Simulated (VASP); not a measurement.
Input of a VASP 6.6.1 run:

INCAR

```
SYSTEM = BiTe
ALGO     = Normal         ! electronic algorithm
EDIFF    = 1E-6           ! SCF threshold, eV
ENCUT    = 520            ! plane-wave cutoff, eV
GGA      = PS             ! functional
ISIF     = 2              ! what is computed and relaxed
ISMEAR   = 1              ! smearing method
LASPH    = .TRUE.         ! aspherical terms in the spheres
LCHARG   = .TRUE.         ! write CHGCAR
LELF     = .TRUE.         ! ELF
LREAL    = .FALSE.        ! projectors in reciprocal space
LVHAR    = .TRUE.       
LWAVE    = .FALSE.        ! write WAVECAR
NBANDS   = 18             ! bands
NELM     = 80             ! most SCF steps
PREC     = Accurate       ! precision mode
SIGMA    = 0.1            ! smearing width, eV
```

The input KPOINTS:

```
k-points
0
G
  14 14 14
  0 0 0
```

Contents of POSCAR:

```
BiTe
1.0
    0.0000000000      3.3644000000      3.2350000000
    3.3644000000      0.0000000000      3.2350000000
    3.3644000000      3.3644000000      0.0000000000
Bi Te
1 1
Direct
    0.0000000000      0.0000000000      0.0000000000
    0.5000000000      0.5000000000      0.5000000000
```

Potentials or basis: VASP PAW PBE potentials, release 64 (Bi_d, Te).

Run with:

```bash
$ cat potpaw_PBE.64/Bi_d/POTCAR potpaw_PBE.64/Te/POTCAR > POTCAR
$ mpirun -np 1 vasp_std > vasp.out
```

Question: What does it give for the pressure?

Answer: -4.6 GPa.

Stress tensor (GPa, compression positive):
```
-5.39  0.00  0.00
 0.00 -5.39  0.00
 0.00  0.00 -3.08
```

Caveat: the cell differs from its parent crystal (strain +0.0400 x Voigt [1, 1, 0, 0, 0, 0]); the PAW data sets were made with another functional, which shifts forces and pressure a little.
